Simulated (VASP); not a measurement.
# Ir (Fd-3m) in VASP: settings compared

Ir is run at these levels: PBEsol, LDA; tasks: single point.

Program: VASP 6.6.1. These are calculated values, not measurements. Logs are shortened: lines on timing, memory, paths and dates and some standing lists are left out, and cuts for length are marked.

## 1. The cell of the first run

The structure is cubic, space group Fd-3m (No. 227). The conventional cell has a = 5.216 Å, b = 5.216 Å, c = 5.216 Å, α = 90.00°, β = 90.00°, γ = 90.00°. Within 3.0 Å of Ir (site symmetry -43m) lie 4 Ir at 2.26 Å.

This isn't the form of Ir at room conditions, which is fcc.

## 2. Single point, PBEsol (17.74 Å³/atom)

INCAR reads:

```
SYSTEM = Ir
PREC = Accurate
ENCUT = 520
EDIFF = 1E-6
ISMEAR = -1
SIGMA = 0.05
LREAL = .False.
LASPH = .True.
NELM = 60
ALGO = Normal
ISIF = 2
LWAVE = .False.
LCHARG = .False.
GGA = PS
NBANDS = 16
```

KPOINTS reads:

```
Automatic mesh
0
Gamma
  13 13 13
  0 0 0
```

POSCAR reads:

```
Ir
1.0
    0.0000000000      2.6080444370      2.6080444370
    2.6080444370      0.0000000000      2.6080444370
    2.6080444370      2.6080444370      0.0000000000
Ir
2
Direct
   -0.1250000000     -0.1250000000     -0.1250000000
    0.1250000000      0.1250000000      0.1250000000
```

Potentials or basis: VASP PAW PBE potentials, release 64 (Ir).

Command:

```console
> cat potpaw_PBE.64/Ir/POTCAR > POTCAR
> mpirun -np 1 vasp_std > vasp.out
```

OUTCAR:

```text
SYSTEM = Ir
   PREC = Accurate
   ENCUT = 520
   EDIFF = 1E-6
   ISMEAR = -1
   LREAL = .False.
   LASPH = .True.
   NELM = 60
   ISIF = 2
   GGA = PS

 ion  position               nearest neighbor table
   1  0.875  0.875  0.875-   2 2.26   2 2.26   2 2.26   2 2.26
   2  0.125  0.125  0.125-   1 2.26   1 2.26   1 2.26   1 2.26

  LATTYP: Found a face centered cubic cell.
 ALAT       =     5.2160888740

  Lattice vectors:

 A1 = (   0.0000000000,   2.6080444370,   2.6080444370)
 A2 = (   2.6080444370,   0.0000000000,   2.6080444370)
 A3 = (   2.6080444370,   2.6080444370,   0.0000000000)

Analysis of symmetry for initial positions (statically):
=====================================================================
 Subroutine PRICEL returns:
 Original cell was already a primitive cell.

 Routine SETGRP: Setting up the symmetry group for a
 face centered cubic supercell.

 Subroutine GETGRP returns: Found 48 space group operations
 (whereof 12 operations were pure point group operations)
 out of a pool of 48 trial point group operations.

The static configuration has the point symmetry D_3d.
 The point group associated with its full space group is O_h .

Analysis of symmetry for dynamics (positions and initial velocities):
=====================================================================
 Subroutine PRICEL returns:
 Original cell was already a primitive cell.

 Routine SETGRP: Setting up the symmetry group for a
 face centered cubic supercell.

 Subroutine GETGRP returns: Found 48 space group operations
 (whereof 12 operations were pure point group operations)
 out of a pool of 48 trial point group operations.

The dynamic configuration has the point symmetry D_3d.
 The point group associated with its full space group is O_h .

 Subroutine INISYM returns: Found 48 space group operations
 (whereof 12 operations are pure point group operations),
 and found     1 'primitive' translations

----------------------------------------------------------------------------------------

                                     Primitive cell

  volume of cell :      35.4793

  direct lattice vectors                    reciprocal lattice vectors
     0.000000000  2.608044437  2.608044437    -0.191714525  0.191714525  0.191714525
     2.608044437  0.000000000  2.608044437     0.191714525 -0.191714525  0.191714525
     2.608044437  2.608044437  0.000000000     0.191714525  0.191714525 -0.191714525

  length of vectors
     3.688331814  3.688331814  3.688331814     0.332059298  0.332059298  0.332059298

  position of ions in fractional coordinates (direct lattice)
     0.875000000  0.875000000  0.875000000
     0.125000000  0.125000000  0.125000000

  ion indices of the primitive-cell ions
   primitive index   ion index
                 1           1
                 2           2

----------------------------------------------------------------------------------------

 KPOINTS: Automatic mesh

Automatic generation of k-mesh.
 Grid dimensions read from file:
 generate k-points for:   13   13   13

 Generating k-lattice:

  Cartesian coordinates                     Fractional coordinates (reciprocal lattice)
    -0.014747271  0.014747271  0.014747271     0.076923077  0.000000000  0.000000000
     0.014747271 -0.014747271  0.014747271     0.000000000  0.076923077  0.000000000
     0.014747271  0.014747271 -0.014747271     0.000000000  0.000000000  0.076923077

  Length of vectors
     0.025543023  0.025543023  0.025543023

  Shift w.r.t. Gamma in fractional coordinates (k-lattice)
     0.000000000  0.000000000  0.000000000

 Subroutine IBZKPT returns following result:
 ===========================================

 Found     84 irreducible k-points:

 Following reciprocal coordinates:
            Coordinates               Weight
  0.000000  0.000000  0.000000      1.000000
  0.076923  0.000000  0.000000      8.000000
  0.153846  0.000000  0.000000      8.000000
  0.230769  0.000000  0.000000      8.000000
  0.307692  0.000000  0.000000      8.000000
  0.384615  0.000000  0.000000      8.000000
[... 16 lines left out ...]
  0.384615  0.153846  0.000000     24.000000
  0.461538  0.153846  0.000000     24.000000
 [... further k-points ...]
   k-points           NKPTS =     84   k-points in BZ     NKDIM =     84   number of bands    NBANDS=     16
   number of dos      NEDOS =    301   number of ions     NIONS =      2
   total plane-waves  NPLWV =  21952
   dimension x,y,z NGX =    28 NGY =   28 NGZ =   28
   dimension x,y,z NGXF=    56 NGYF=   56 NGZF=   56
   ions per type =               2
   NGX,Y,Z   is equivalent  to a cutoff of  12.62, 12.62, 12.62 a.u.
   NGXF,Y,Z  is equivalent  to a cutoff of  25.24, 25.24, 25.24 a.u.
 SYSTEM =  Ir
   PREC   = accura    normal or accurate (medium, high low for compatibility)
   ISTART =      0    job   : 0-new  1-cont  2-samecut
   ICHARG =      2    charge: 1-file 2-atom 10-const
   ISPIN  =      1    spin polarized calculation?
   LNONCOLLINEAR =      F non collinear calculations
   LSORBIT =      F    spin-orbit coupling
   LASPH  =      T    aspherical Exc in radial PAW
   ENCUT  =  520.0 eV  38.22 Ry    6.18 a.u.   6.86  6.86  6.86*2*pi/ulx,y,z
   NELM   =     60;   NELMIN=  2; NELMDL= -5     # of ELM steps
   EDIFF  = 0.1E-05   stopping-criterion for ELM
   LREAL  =      F    real-space projection
   EDIFFG = 0.1E-04   stopping-criterion for IOM
   NSW    =      0    number of steps for IOM
   IBRION =     -1    ionic relax: 0-MD 1-quasi-New 2-CG
   NFREE  =      0    steps in history (QN), initial steepest desc. (CG)
   ISIF   =      2    stress and relaxation
   ISYM   =      2    0-nonsym 1-usesym 2-fastsym
   POTIM  = 0.5000    time-step for ionic-motion
   TEBEG  =    0.0;   TEEND  =   0.0 temperature during run
   PSTRESS=    0.0 pullay stress
   NELECT =      18.0000    total number of electrons
   NUPDOWN=      -1.0000    fix difference up-down
   EMIN   =  10.00;   EMAX   =-10.00  energy-range for DOS
   EFERMI =   0.00;   METHOD = LEGACY
   ISMEAR =    -1;   SIGMA  =   0.05  broadening in eV -4-tet -1-fermi 0-gaus
   EFERMI_NEDOS =   21; number of points for ismear=-14 and -15
   IALGO  =     38    algorithm
   IMIX   =      4    mixing-type and parameters
     AMIX     =   0.40;   BMIX     =  1.00
     AMIX_MAG =   1.60;   BMIX_MAG =  1.00
  volume/ion in A,a.u.               =      17.74       119.71
  Fermi-wavevector in a.u.,A,eV,Ry     =   1.305692  2.467400 23.195635  1.704831
  Thomas-Fermi vector in A             =   2.436544
   LORBIT       =      0    0 simple, 1 ext, 2 COOP (PROOUT), +10 PAW based schemes
   GGA     = PS    functional components
   LHFCALC =     F    Hartree Fock is set to
   AEXX    =    0.0000 exact exchange contribution
   IVDW    =     0    specifies the selected vdW correction
   LEPSILON=     F    determine dielectric tensor
   LRPA    =     F    only Hartree local field effects (RPA)
 non-spin polarized calculation
  energy-cutoff  :      520.00
  volume of cell :       35.48
 maximum number of plane-waves:       969
   NGX = 13   NGY = 13   NGZ = 13

 number of electron      17.9999998 magnetization

 Free energy of the ion-electron system (eV)
  ---------------------------------------------------
  ext. energy  EPLUGINS =         0.00000000
  ---------------------------------------------------
  free energy    TOTEN  =       -16.46399182 eV

  energy without entropy =      -16.45013952  energy(sigma->0) =      -16.45706567

 E-fermi :   7.5697     XC(G=0): -12.3855

 val. band max:        7.5660760391   @ k =   0.2308   0.2308   0.0000
 cond. band min:       7.5916736928   @ k =   0.3846   0.1538   0.0000
 fundamental gap:      0.0255976537
 Fermi energy:         7.5697091502

 k-point     1 :       0.0000    0.0000    0.0000
  band No.  band energies     occupation
      1      -1.9715      2.00000
      2       1.0115      2.00000
      3       1.0115      2.00000
      4       1.8060      2.00000
      5       1.8060      2.00000
      6       1.8060      2.00000
[... 8 lines left out ...]
     15      20.4904      0.00000
     16      20.4904      0.00000

 k-point     2 :       0.0769    0.0000    0.0000
  band No.  band energies     occupation
      1      -1.8448      2.00000
      2       0.9347      2.00000
      3       0.9347      2.00000
      4       1.7876      2.00000
      5       1.9326      2.00000
      6       1.9326      2.00000
[... 8 lines left out ...]
     15      20.5041      0.00000
     16      20.9602      0.00000

 k-point     3 :       0.1538    0.0000    0.0000
  band No.  band energies     occupation
      1      -1.4806      2.00000
      2       0.8209      2.00000
      3       0.8209      2.00000
      4       1.7399      2.00000
      5       2.1609      2.00000
      6       2.1609      2.00000
[... 8 lines left out ...]
     15      20.3523      0.00000
     16      21.0460      0.00000

 k-point     4 :       0.2308    0.0000    0.0000
  band No.  band energies     occupation
      1      -0.9319      2.00000
      2       0.7804      2.00000
      3       0.7804      2.00000
      4       1.6763      2.00000
      5       2.2896      2.00000
      6       2.2896      2.00000
[... 8 lines left out ...]
     15      19.6406      0.00000
     16      21.6454      0.00000
[... 324 lines left out ...]
 k-point    22 :       0.3077    0.1538    0.0000
  band No.  band energies     occupation
      1      -0.2940      2.00000
      2       0.2165      2.00000
      3       1.4848      2.00000
      4       1.5558      2.00000
      5       1.8717      2.00000
      6       2.9566      2.00000
[... 8 lines left out ...]
     15      18.2269      0.00000
     16      20.8675      0.00000

 k-point    23 :       0.3846    0.1538    0.0000
  band No.  band energies     occupation
      1       0.2652      2.00000
      2       0.2885      2.00000
      3       1.3882      2.00000
      4       1.5448      2.00000
      5       1.8183      2.00000
      6       2.8266      2.00000
[... 8 lines left out ...]
     15      18.0251      0.00000
     16      21.8209      0.00000

 k-point    24 :       0.4615    0.1538    0.0000
  band No.  band energies     occupation
      1       0.3675      2.00000
      2       0.6981      2.00000
      3       1.3025      2.00000
      4       1.3842      2.00000
      5       1.9513      2.00000
      6       2.6032      2.00000
[... 8 lines left out ...]
     15      18.0031      0.00000
     16      22.7500      0.00000

 [... further k-points ...]

------------------------ aborting loop because EDIFF is reached ----------------------------------------

  FORCE on cell =-STRESS in cart. coord.  units (eV):
  Direction    XX          YY          ZZ          XY          YZ          ZX
  --------------------------------------------------------------------------------------
  -------------------------------------------------------------------------------------
  Total       10.5330126     10.5330126     10.5330126     -0.0000000      0.0000000      0.0000000
  in kB      475.6507994    475.6507994    475.6507994     -0.0000000      0.0000000      0.0000000
  external PRESSURE =     475.6507994 kB  Pullay stress =       0.0000000 kB

 VOLUME and BASIS-vectors are now :
 -----------------------------------------------------------------------------
  energy-cutoff  :      520.00
  volume of cell :       35.48
      direct lattice vectors                 reciprocal lattice vectors
     0.000000000  2.608044437  2.608044437    -0.191714525  0.191714525  0.191714525
     2.608044437  0.000000000  2.608044437     0.191714525 -0.191714525  0.191714525
     2.608044437  2.608044437  0.000000000     0.191714525  0.191714525 -0.191714525

 POSITION                                       TOTAL-FORCE (eV/Angst)
 -----------------------------------------------------------------------------------
      4.56408      4.56408      4.56408        -0.000000     -0.000000      0.000000
      0.65201      0.65201      0.65201         0.000000      0.000000     -0.000000
 -----------------------------------------------------------------------------------
    total drift:                                0.000000     -0.000000     -0.000000

  FREE ENERGIE OF THE ION-ELECTRON SYSTEM (eV)
  ---------------------------------------------------
  free  energy   TOTEN  =       -16.4639918227 eV

  energy  without entropy=      -16.4501395246  energy(sigma->0) =      -16.45706567
```

Wall time 1.7 min (1 thread of AMD EPYC, shared host); peak memory 0.15 GiB.

Results:

```yaml
Free_energy: -16.4640 eV
Pressure: 47.6 GPa
Band_gap_on_the_k_mesh: zero (bands 9 and 10 overlap by 2.14 eV)
```

Levels at points of the mesh, in eV from the Fermi level:
| k point | band 7 | band 8 | band 9 | band 10 | band 11 | band 12 |
| --- | --- | --- | --- | --- | --- | --- |
| (0.00, 0.00, 0.00) | -2.21 | -2.21 | -2.21 | 1.29 | 1.29 | 11.44 |

Caveat: the cell stands under pressure; the PAW data sets were made with another functional, which shifts forces and pressure a little; spin-orbit coupling is left out, which moves the levels of the heavy elements.

(Part 1 of 2 ends here.)
